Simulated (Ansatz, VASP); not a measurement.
## PbS: VASP beside Ansatz

```
CELL_PARAMETERS angstrom
0.00000 3.12196 3.12196
3.12196 0.00000 3.12196
3.12196 3.12196 0.00000
ATOMIC_POSITIONS crystal
Pb 0.00000 0.00000 0.00000
S 0.50000 0.50000 0.50000
```

Change from the starting cell: hydrostatic strain +4.5%.

Alike in both runs: task single point; functional PBE; k mesh 8 × 8 × 8; occupations fermi-dirac, width 0.02 eV; no spin polarisation.

|  | VASP | Ansatz |
| --- | --- | --- |
| version | VASP 6.6.1 | Ansatz 0.2.0 |
| potentials or method | VASP PAW PBE potentials, release 64 (Pb_d, S) | plane waves, PAW |
| plane-wave cutoff (eV) | 520 | 420 |
| valence electrons in the cell | 20 | 20 |

```tsv
	VASP	Ansatz	Ansatz less VASP
gap on the k mesh at the Fermi level (eV)	0.81	0.80	-0.005
pressure (GPa)	-4.8	-4.7	+0.06
```

Spin-orbit coupling is off throughout.
